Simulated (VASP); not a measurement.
Runs of VASP 6.6.1 on ScIn3Rh. The structure is that of space group P6/mmm (No. 191), or close to it. The cells are those of the table. The cell was generated, and may not be a known phase.

| task | cell | k mesh | gap on the mesh (eV) | pressure (GPa) | relaxed volume (Å³/atom) |
| --- | --- | --- | --- | --- | --- |
| single point | a = 5.727, b = 5.727, c = 4.895 Å, angles 90.0, 90.0, 120.0°, 5 atoms | 6 × 6 × 4 | none | -0.1 | - |
| relaxation of cell and atoms | relaxed from a = 5.831, b = 5.831, c = 4.533 Å, angles 90.0, 90.0, 120.0°, 5 atoms | 3 × 3 × 4 | none | 0.0 | 27.79 |
| single point | a = 5.831, b = 5.831, c = 4.533 Å, angles 90.0, 90.0, 120.0°, 5 atoms | 3 × 3 × 4 | none | 2.1 | - |
| relaxation of cell and atoms | relaxed from a = 5.703, b = 5.703, c = 4.928 Å, angles 90.0, 90.0, 120.0°, 5 atoms | 6 × 6 × 4 | none | -0.1 | 27.82 |
| single point | a = 5.736, b = 5.736, c = 4.852 Å, angles 90.0, 90.0, 120.0°, 5 atoms | 12 × 12 × 8 | none | (a) | - |
| single point | a = 5.703, b = 5.703, c = 4.928 Å, angles 90.0, 90.0, 120.0°, 5 atoms | 3 × 3 × 4 | none | 0.0 | - |

Alike in all rows: level PBE; potentials or basis VASP PAW PBE potentials, release 64 (Sc_sv, In_d, Rh_pv); no spin polarisation; cutoff (eV) 500; smearing gaussian 0.1 eV.

Question: Fill in the values left out.

Answer: (a) 0.1.

Caveats: some runs use coarse meshes; spin-orbit coupling is left out, which moves the levels of the heavy elements.

A k mesh can miss the band edges, and the runs leave out spin-orbit coupling on In, Rh.

A gap of «none» marks levels without a gap at the run's occupations.
